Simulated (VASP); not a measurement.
**Pt: relaxation of cell and atoms with r2SCAN**

Pt:

```xyz
1
Lattice="0.0000 1.9600 1.9600 1.9600 0.0000 1.9600 1.9600 1.9600 0.0000" Properties=species:S:1:pos:R:3 pbc="T T T"
Pt    0.0000    0.0000    0.0000
```

```json
{"Program": "VASP 6.6.1", "Task": "relaxation of cell and atoms", "Functional": "r2SCAN", "Potentials or basis": "VASP PAW PBE potentials, release 64 (Pt)", "Cutoff": "550 eV", "k mesh": "9 × 9 × 9", "Occupations": "fermi-dirac, width 0.05 eV", "Spin": "no spin polarisation", "Dipole correction": "no", "Further INCAR settings": "ALGO = Normal; EDIFF = 1e-07; IBRION = 2; EDIFFG = -0.03; NSW = 80; ISIF = 3"}
```

| Item | Value |
| --- | --- |
| Relaxed volume | 15.31 Å³/atom |
| Relaxed cell | a = 2.787 Å, b = 2.787 Å, c = 2.787 Å, α = 60.00°, β = 60.00°, γ = 60.00° |
| Space group after relaxing (to 0.1 Å) | Fm-3m (No. 225) |
| Energy gained by relaxing | 3.5 meV/atom |
| Ionic steps | 3 |
| Pressure after relaxing | -0.1 GPa |
| Band gap on the k mesh | zero (bands 5 and 6 overlap by 2.17 eV) |

Step by step:
| step | energy change (eV) | largest force (eV/Å) | pressure (GPa) | volume (Å³) |
| --- | --- | --- | --- | --- |
| 1 | 0.0000 | 0.0000 | 4.69 | 15.06 |
| 2 | 0.0239 | 0.0000 | -11.36 | 16.04 |
| 3 | -0.0035 | 0.0000 | -0.06 | 15.31 |

Final structure:
```cif
data_structure
_symmetry_space_group_name_H-M 'P 1'
_symmetry_Int_Tables_number 1
_cell_length_a 2.7871
_cell_length_b 2.7871
_cell_length_c 2.7871
_cell_angle_alpha 60.000
_cell_angle_beta 60.000
_cell_angle_gamma 60.000
_cell_volume 15.31
loop_
_atom_site_label
_atom_site_type_symbol
_atom_site_fract_x
_atom_site_fract_y
_atom_site_fract_z
_atom_site_occupancy
Pt1 Pt 0.00000 0.00000 0.00000 1
```

Levels at points of the mesh, in eV from the Fermi level:
| k point | band 3 | band 4 | band 5 | band 6 | band 7 | band 8 |
| --- | --- | --- | --- | --- | --- | --- |
| (0.00, 0.00, 0.00) | -3.82 | -3.82 | -1.71 | -1.71 | 15.52 | 20.60 |

Wall time 52 s on 1 thread of Intel(R) Xeon(R) Platinum 8488C (Sapphire Rapids), with other jobs on the host, peak memory 0.15 GiB.

Caveat: the PAW data sets were made with another functional, which shifts forces and pressure a little; spin-orbit coupling is left out, which moves the levels of the heavy elements.
